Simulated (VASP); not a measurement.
Runs of VASP 6.6.1 on NaF (Villiaumite). The structure is that of space group Fm-3m (No. 225), or close to it. The cells are those of the table. 

```tsv
cell	gap on the mesh (eV)	pressure (GPa)
a = 3.237 Å, angles 60.0°, 2 atoms	6.50	4.2
a = 3.324 Å, angles 60.0°, 2 atoms	6.07	-0.2
a = 3.281 Å, angles 60.0°, 2 atoms	6.28	1.8
a = 3.259 Å, angles 60.0°, 2 atoms	(a)	(b)
a = 3.303 Å, angles 60.0°, 2 atoms	6.17	0.8
a = 3.214 Å, angles 60.0°, 2 atoms	6.62	5.7
a = 3.345 Å, angles 60.0°, 2 atoms	5.98	-1.0
```

Alike in all rows: task single point; level PBE; potentials or basis VASP PAW PBE potentials, release 64 (Na_pv, F); no spin polarisation; k mesh 6 × 6 × 6; cutoff (eV) 520; smearing gaussian 0.01 eV.

**Question.** Estimate the missing entries.

**Answer.** (a) 6.39; (b) 2.9.

